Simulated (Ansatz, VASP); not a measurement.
Re in VASP and in Ansatz

```
Re
1.0
     2.75220    0.00000    0.00000
    -1.37610    2.38347    0.00000
     0.00000    0.00000    8.86889
Re
4
Cartesian
  0.0000 0.0000 0.0000
  0.0000 1.5890 2.2172
  0.0000 0.0000 4.4344
  1.3761 0.7945 6.6517
```

Alike in both runs: functional PBEsol; k mesh 18 × 18 × 6; occupations gaussian, width 0.1 eV; no spin polarisation.

Ansatz relaxed the structure, and its values are those at the end. VASP's run is a single point on that final structure, the one shown.

```csv
,VASP,Ansatz
version,VASP 6.6.1,Ansatz 0.2.0
potentials or method,"VASP PAW PBE potentials, release 64 (Re), cutoff 520 eV","scalar-relativistic, plane waves, PAW"
valence electrons in the cell,28,60
```

VASP gave:

```
gap on the k mesh at the Fermi level (eV) : none
pressure (GPa)                            : 0.1
```

Problem. Which values does Ansatz return?

Solution. gap on the k mesh at the Fermi level (eV): none; pressure (GPa): 0.0.

VASP's potentials were made for PBE, not for PBEsol. A gap of «none» marks a metal or a gap that the smearing closes. VASP's potentials hold 28 valence electrons a cell and Ansatz's 60, so a difference there can come from the potentials and not from the codes.

Neither program's run includes spin-orbit coupling.
